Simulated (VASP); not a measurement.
# CoO (Fm-3m) in VASP: single point with PBE+U

Aim: the single point of CoO with PBE+U.

All numbers are computed with VASP 6.6.1; they aren't measurements. Logs are shortened: lines on timing, memory, paths and dates and some standing lists are left out, and cuts for length are marked.

### Step 1. The cell of the first run

The structure is cubic, space group Fm-3m (No. 225). Conventional cell: a = 4.328 Å, b = 4.328 Å, c = 4.328 Å, α = 90.00°, β = 90.00°, γ = 90.00°. Within 2.9 Å of Co (site symmetry m-3m) lie 6 O at 2.16 Å. Within 2.9 Å of O (site symmetry m-3m) lie 6 Co at 2.16 Å.

### Step 2. Single point, PBE+U, collinear spin, ferromagnetic start

Contents of INCAR:

```
  PREC = Accurate
  ENCUT = 600
  EDIFF = 1E-6
  ISMEAR = 0
  SIGMA = 0.0304
  LREAL = F
  LASPH = T
  NELM = 200
  ALGO = Normal
  ISIF = 2
  LWAVE = F
  LCHARG = F
  ISPIN = 2
  MAGMOM = 3 3 0 0
  LORBIT = 11
  LMAXMIX = 4
  LDAU = T
  LDAUTYPE = 2
  LDAUL = 2 -1
  LDAUU = 1.77 0
  LDAUJ = 0 0
  LDAUPRINT = 1
  GGA = PE
  ISYM = 0
  NBANDS = 27
  GGA_COMPAT = F
```

Contents of KPOINTS:

```
Automatic mesh
0
Gamma
  7 7 7
```

Contents of POSCAR:

```
CoO
1.0
    4.3282153400      2.1641076700      2.1641076700
    2.1641076700      4.3282153400      2.1641076700
    2.1641076700      2.1641076700      4.3282153400
Co O
2 2
Direct
    0.0000000000      0.0000000000      0.0000000000
    0.5000000000      0.5000000000      0.5000000000
    0.2500000000      0.2500000000      0.2500000000
    0.7500000000      0.7500000000      0.7500000000
```

Potentials or basis: VASP PAW PBE potentials, release 64 (Co, O).

Run with:

```
$ cat potpaw_PBE.64/Co/POTCAR potpaw_PBE.64/O/POTCAR > POTCAR
$ mpirun -np 1 vasp_std > vasp.out
```

OUTCAR:

```text
PREC = Accurate
   ENCUT = 600
   EDIFF = 1E-6
   ISMEAR = 0
   LREAL = F
   LASPH = T
   NELM = 200
   ISIF = 2
   ISPIN = 2
   LORBIT = 11
   GGA = PE
   ISYM = 0

 ion  position               nearest neighbor table
   1  0.000  0.000  0.000-   4 2.16   4 2.16   4 2.16   3 2.16   3 2.16   3 2.16   2 3.06   2 3.06
                             2 3.06   2 3.06   2 3.06   2 3.06
   2  0.500  0.500  0.500-   3 2.16   3 2.16   3 2.16   4 2.16   4 2.16   4 2.16   1 3.06   1 3.06
                             1 3.06   1 3.06   1 3.06   1 3.06
   3  0.250  0.250  0.250-   1 2.16   1 2.16   1 2.16   2 2.16   2 2.16   2 2.16
   4  0.750  0.750  0.750-   2 2.16   2 2.16   2 2.16   1 2.16   1 2.16   1 2.16

IMPORTANT INFORMATION: All symmetrisations will be switched off!
NOSYMM: (Re-)initialisation of all symmetry stuff for point group C_1.

----------------------------------------------------------------------------------------

                                     Primitive cell

  volume of cell :      40.5412

  direct lattice vectors                    reciprocal lattice vectors
     4.328215340  2.164107670  2.164107670     0.346563163 -0.115521054 -0.115521054
     2.164107670  4.328215340  2.164107670    -0.115521054  0.346563163 -0.115521054
     2.164107670  2.164107670  4.328215340    -0.115521054 -0.115521054  0.346563163

  length of vectors
     5.300959540  5.300959540  5.300959540     0.383139993  0.383139993  0.383139993

  position of ions in fractional coordinates (direct lattice)
     0.000000000  0.000000000  0.000000000
     0.500000000  0.500000000  0.500000000
     0.250000000  0.250000000  0.250000000
     0.750000000  0.750000000  0.750000000

  ion indices of the primitive-cell ions
   primitive index   ion index
                 1           1
                 2           2
                 3           3
                 4           4

----------------------------------------------------------------------------------------

 KPOINTS: Automatic mesh

Automatic generation of k-mesh.
 Grid dimensions read from file:
 generate k-points for:    7    7    7

 Generating k-lattice:

  Cartesian coordinates                     Fractional coordinates (reciprocal lattice)
     0.049509023 -0.016503008 -0.016503008     0.142857143  0.000000000  0.000000000
    -0.016503008  0.049509023 -0.016503008     0.000000000  0.142857143  0.000000000
    -0.016503008 -0.016503008  0.049509023     0.000000000  0.000000000  0.142857143

  Length of vectors
     0.054734285  0.054734285  0.054734285

  Shift w.r.t. Gamma in fractional coordinates (k-lattice)
     0.000000000  0.000000000  0.000000000

 Subroutine IBZKPT returns following result:
 ===========================================

 Found    172 irreducible k-points:

 Following reciprocal coordinates:
            Coordinates               Weight
[... 86 lines left out ...]

 onsite density matrix

spin component  1

  0.9623 -0.0001  0.0001 -0.0000  0.0000
 -0.0001  0.9623 -0.0000  0.0001  0.0000
  0.0001 -0.0000  1.0003 -0.0000 -0.0000
 -0.0000  0.0001 -0.0000  0.9623  0.0000
  0.0000  0.0000 -0.0000  0.0000  1.0003

spin component  2

  0.6451  0.0006  0.0003  0.0005  0.0000
  0.0006  0.6452 -0.0002  0.0002  0.0002
  0.0003 -0.0002  0.1515 -0.0002  0.0000
  0.0005  0.0002 -0.0002  0.6454 -0.0002
  0.0000  0.0002  0.0000 -0.0002  0.1515

 occupancies and eigenvectors

  o =  0.1515  v =  0.0000  0.0000  0.0000  0.0000  0.0000  0.0002 -0.0006 -0.4399  0.0002  0.8981      0.0000  0.0000  0.0000  0.0000  0.0000  0.0000  0.0000  0.0000  0.0000  0.0000
  o =  0.1515  v =  0.0000  0.0000  0.0000  0.0000  0.0000 -0.0005  0.0002  0.8981  0.0006  0.4399      0.0000  0.0000  0.0000  0.0000  0.0000  0.0000  0.0000  0.0000  0.0000  0.0000
  o =  0.6444  v =  0.0000  0.0000  0.0000  0.0000  0.0000 -0.7507  0.5855 -0.0008  0.3060  0.0001      0.0000  0.0000  0.0000  0.0000  0.0000  0.0000  0.0000  0.0000  0.0000  0.0000
  o =  0.6451  v =  0.0000  0.0000  0.0000  0.0000  0.0000  0.1755  0.6233  0.0002 -0.7621  0.0006      0.0000  0.0000  0.0000  0.0000  0.0000  0.0000  0.0000  0.0000  0.0000  0.0000
  o =  0.6461  v =  0.0000  0.0000  0.0000  0.0000  0.0000 -0.6369 -0.5184  0.0001 -0.5706  0.0000      0.0000  0.0000  0.0000  0.0000  0.0000  0.0000  0.0000  0.0000  0.0000  0.0000
  o =  0.9622  v = -0.4870 -0.6921  0.0006  0.5328  0.0001  0.0000  0.0000  0.0000  0.0000  0.0000      0.0000  0.0000  0.0000  0.0000  0.0000  0.0000  0.0000  0.0000  0.0000  0.0000
  o =  0.9623  v =  0.6373  0.1356 -0.0008  0.7586 -0.0003  0.0000  0.0000  0.0000  0.0000  0.0000      0.0000  0.0000  0.0000  0.0000  0.0000  0.0000  0.0000  0.0000  0.0000  0.0000
  o =  0.9625  v = -0.5972  0.7090  0.0016  0.3750 -0.0004  0.0000  0.0000  0.0000  0.0000  0.0000      0.0000  0.0000  0.0000  0.0000  0.0000  0.0000  0.0000  0.0000  0.0000  0.0000
  o =  1.0003  v = -0.0002 -0.0003 -0.0865 -0.0002 -0.9963  0.0000  0.0000  0.0000  0.0000  0.0000      0.0000  0.0000  0.0000  0.0000  0.0000  0.0000  0.0000  0.0000  0.0000  0.0000
  o =  1.0003  v =  0.0017 -0.0007  0.9963 -0.0004 -0.0865  0.0000  0.0000  0.0000  0.0000  0.0000      0.0000  0.0000  0.0000  0.0000  0.0000  0.0000  0.0000  0.0000  0.0000  0.0000

atom =   2  type =  1  l = 2

 onsite density matrix

spin component  1

  0.9623 -0.0000  0.0001 -0.0000 -0.0000
 -0.0000  0.9623 -0.0000  0.0001  0.0000
  0.0001 -0.0000  1.0003 -0.0000  0.0000
 -0.0000  0.0001 -0.0000  0.9623 -0.0000
 -0.0000  0.0000  0.0000 -0.0000  1.0003

spin component  2

  0.6452  0.0004  0.0003  0.0004 -0.0000
  0.0004  0.6452 -0.0001  0.0001  0.0002
  0.0003 -0.0001  0.1515 -0.0001  0.0000
  0.0004  0.0001 -0.0001  0.6453 -0.0002
 -0.0000  0.0002  0.0000 -0.0002  0.1515

 occupancies and eigenvectors

  o =  0.1515  v =  0.0000  0.0000  0.0000  0.0000  0.0000  0.0002 -0.0005 -0.2883  0.0004  0.9575      0.0000  0.0000  0.0000  0.0000  0.0000  0.0000  0.0000  0.0000  0.0000  0.0000
  o =  0.1515  v =  0.0000  0.0000  0.0000  0.0000  0.0000 -0.0005  0.0001  0.9575  0.0003  0.2883      0.0000  0.0000  0.0000  0.0000  0.0000  0.0000  0.0000  0.0000  0.0000  0.0000
  o =  0.6448  v =  0.0000  0.0000  0.0000  0.0000  0.0000 -0.7464  0.4644 -0.0006  0.4767  0.0000      0.0000  0.0000  0.0000  0.0000  0.0000  0.0000  0.0000  0.0000  0.0000  0.0000
  o =  0.6451  v =  0.0000  0.0000  0.0000  0.0000  0.0000  0.0206  0.7321 -0.0000 -0.6809  0.0007      0.0000  0.0000  0.0000  0.0000  0.0000  0.0000  0.0000  0.0000  0.0000  0.0000
  o =  0.6458  v =  0.0000  0.0000  0.0000  0.0000  0.0000 -0.6652 -0.4983 -0.0001 -0.5560  0.0001      0.0000  0.0000  0.0000  0.0000  0.0000  0.0000  0.0000  0.0000  0.0000  0.0000
  o =  0.9622  v = -0.3824 -0.7843  0.0006  0.4885  0.0007  0.0000  0.0000  0.0000  0.0000  0.0000      0.0000  0.0000  0.0000  0.0000  0.0000  0.0000  0.0000  0.0000  0.0000  0.0000
  o =  0.9623  v =  0.8360 -0.0685 -0.0014  0.5444  0.0005  0.0000  0.0000  0.0000  0.0000  0.0000      0.0000  0.0000  0.0000  0.0000  0.0000  0.0000  0.0000  0.0000  0.0000  0.0000
  o =  0.9624  v =  0.3936 -0.6166 -0.0012 -0.6819 -0.0001  0.0000  0.0000  0.0000  0.0000  0.0000      0.0000  0.0000  0.0000  0.0000  0.0000  0.0000  0.0000  0.0000  0.0000  0.0000
  o =  1.0003  v =  0.0008 -0.0006  0.3464  0.0005 -0.9381  0.0000  0.0000  0.0000  0.0000  0.0000      0.0000  0.0000  0.0000  0.0000  0.0000  0.0000  0.0000  0.0000  0.0000  0.0000
  o =  1.0003  v = -0.0017  0.0001 -0.9381  0.0006 -0.3464  0.0000  0.0000  0.0000  0.0000  0.0000      0.0000  0.0000  0.0000  0.0000  0.0000  0.0000  0.0000  0.0000  0.0000  0.0000

 number of electron      30.0000002 magnetization       5.9995616

 Free energy of the ion-electron system (eV)
  ---------------------------------------------------
  ext. energy  EPLUGINS =         0.00000000
  ---------------------------------------------------
  free energy    TOTEN  =       -24.09843918 eV

  energy without entropy =      -24.09450580  energy(sigma->0) =      -24.09647249

 E-fermi :   6.9668     XC(G=0): -12.1264

 val. band max:        6.9593095318   @ k =  -0.4286  -0.4286   0.2857
 cond. band min:       6.9719899570   @ k =   0.0000  -0.2857   0.1429
 fundamental gap:      0.0126804251
 Fermi energy:         6.9667981221

 spin component 1

 k-point     1 :       0.0000    0.0000    0.0000
  band No.  band energies     occupation
      1     -12.4190      1.00000
      2     -11.2912      1.00000
      3      -0.5412      1.00000
      4       1.0276      1.00000
      5       1.0276      1.00000
      6       3.0025      1.00000
[... 1433 lines left out ...]
     26      22.4905      0.00000
     27      25.4589      0.00000

 [... further k-points ...]

------------------------ aborting loop because EDIFF is reached ----------------------------------------

  FORCE on cell =-STRESS in cart. coord.  units (eV):
  Direction    XX          YY          ZZ          XY          YZ          ZX
  --------------------------------------------------------------------------------------
  -------------------------------------------------------------------------------------
  Total       -2.4458884     -2.4458623     -2.4475489      0.0085922      0.0044089      0.0030075
  in kB      -96.6608557    -96.6598245    -96.7264788      0.3395609      0.1742405      0.1188565
  external PRESSURE =     -96.6823863 kB  Pullay stress =       0.0000000 kB

 VOLUME and BASIS-vectors are now :
 -----------------------------------------------------------------------------
  energy-cutoff  :      600.00
  volume of cell :       40.54
      direct lattice vectors                 reciprocal lattice vectors
     4.328215340  2.164107670  2.164107670     0.346563163 -0.115521054 -0.115521054
     2.164107670  4.328215340  2.164107670    -0.115521054  0.346563163 -0.115521054
     2.164107670  2.164107670  4.328215340    -0.115521054 -0.115521054  0.346563163

 POSITION                                       TOTAL-FORCE (eV/Angst)
 -----------------------------------------------------------------------------------
      0.00000      0.00000      0.00000         0.000000     -0.000000     -0.000000
      4.32822      4.32822      4.32822        -0.000000      0.000000     -0.000000
      2.16411      2.16411      2.16411        -0.000118     -0.000019     -0.000036
      6.49232      6.49232      6.49232         0.000118      0.000019      0.000036
 -----------------------------------------------------------------------------------
    total drift:                               -0.000000      0.000000     -0.000000

  FREE ENERGIE OF THE ION-ELECTRON SYSTEM (eV)
  ---------------------------------------------------
  free  energy   TOTEN  =       -24.0984391758 eV

  energy  without entropy=      -24.0945058044  energy(sigma->0) =      -24.09647249

 total charge

# of ion       s       p       d       tot
------------------------------------------
    1        0.283   0.329   7.104   7.717
    2        0.283   0.329   7.104   7.717
    3        1.550   3.416   0.000   4.966
    4        1.550   3.416   0.000   4.966
--------------------------------------------------
tot          3.667   7.490  14.209  25.366

 magnetization (x)

# of ion       s       p       d       tot
------------------------------------------
    1        0.020   0.017   2.649   2.686
    2        0.020   0.017   2.649   2.686
    3        0.025   0.256   0.000   0.281
    4        0.025   0.256   0.000   0.281
--------------------------------------------------
tot          0.090   0.546   5.297   5.933
```

Run time: 22 min. Hardware: 1 thread of Intel Xeon 6975P-C (Granite Rapids), shared host; peak memory 0.54 GiB.

Results:

| Property | Result |
| --- | --- |
| Free energy | -24.0984 eV |
| Pressure | -9.7 GPa |
| Band gap on the k mesh | zero (filled and empty bands overlap) |
| Net moment | 6.00 μB per cell |
| Site moments | Co +2.69; O +0.28 μB |
| Valence electrons inside the program's atomic spheres | Co 7.72; O 4.97 |

Levels at points of the mesh, in eV from the Fermi level:
Spin up:
| k point | band 16 | band 17 | band 18 | band 19 | band 20 | band 21 |
| --- | --- | --- | --- | --- | --- | --- |
| (0.00, 0.00, 0.00) | -2.29 | -0.16 | -0.16 | 1.08 | 5.28 | 9.21 |
Spin down:
```
           k point  band 10  band 11  band 12  band 13  band 14  band 15
(0.00, 0.00, 0.00)    -1.03    -1.02    -0.11    -0.11     0.18     0.99
```

Eigenvalues of the final occupation matrices:
```
    site  spin  trace               eigenvalues
site 1 d     1   4.89  0.96 0.96 0.96 1.00 1.00
site 1 d     2   2.24  0.15 0.15 0.64 0.65 0.65
site 2 d     1   4.89  0.96 0.96 0.96 1.00 1.00
site 2 d     2   2.24  0.15 0.15 0.64 0.65 0.65
```

Caveat: the cell stands under tension. The state reached can hang on the start; a lower one may exist.
